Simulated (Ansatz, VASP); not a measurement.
PbSe in VASP and in Ansatz

```
Pb Se
1.0
     0.00000    2.97720    3.11132
     2.97720    0.00000    3.11132
     2.97720    2.97720    0.00000
Pb Se
1 1
Cartesian
  0.0000 0.0000 0.0000
  2.9772 2.9772 3.1113
```

Change from the starting cell: epitaxial_xy strain -3.6%.

Alike in both runs: task single point; functional r2SCAN; k mesh 8 × 8 × 8; occupations fermi-dirac, width 0.02 eV; no spin polarisation.

```csv
,VASP,Ansatz
version,VASP 6.6.1,Ansatz 0.2.0
potentials or method,"VASP PAW PBE potentials, release 64 (Pb_d, Se)","plane waves, PAW"
plane-wave cutoff (eV),520,500
valence electrons in the cell,20,30
```

Ansatz gave:

- pressure (GPa): 4.3
- traceless stress, the component that is largest in VASP (GPa): -4.24

Task: Which values does VASP return?

Result: Pressure (GPa): 4.3; traceless stress, the component that is largest in VASP (GPa): -4.25.

VASP's potentials were made for PBE, not for r2SCAN. VASP's potentials hold 20 valence electrons a cell and Ansatz's 30, so a difference there can come from the potentials and not from the codes.

Spin-orbit coupling is off throughout.
